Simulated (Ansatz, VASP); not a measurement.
**CsBa3: VASP beside Ansatz**

```
Cs Ba
1.0
     0.00000    5.22128    5.22128
     5.22128    0.00000    5.22128
     5.22128    5.22128    0.00000
Cs Ba
1 3
Cartesian
  0.0000 0.0000 0.0000
  2.6106 2.6106 2.6106
  7.8319 7.8319 7.8319
  5.2213 5.2213 5.2213
```

Alike in both runs: task single point; functional RPBE; k mesh 4 × 4 × 4; no spin polarisation.

|  | VASP | Ansatz |
| --- | --- | --- |
| version | VASP 6.6.1 | Ansatz 0.2.0 |
| potentials or method | VASP PAW PBE potentials, release 64 (Cs_sv, Ba_sv), cutoff 520 eV | plane waves, PAW |
| occupations | methfessel-paxton of order 1, width 0.1 eV | cold |
| valence electrons in the cell | 39 | 39 |

```csv
,VASP,Ansatz,Ansatz less VASP
pressure (GPa),0.6,0.6,-0.01
```

VASP's potentials were made for PBE, not for RPBE.

Neither program's run includes spin-orbit coupling.
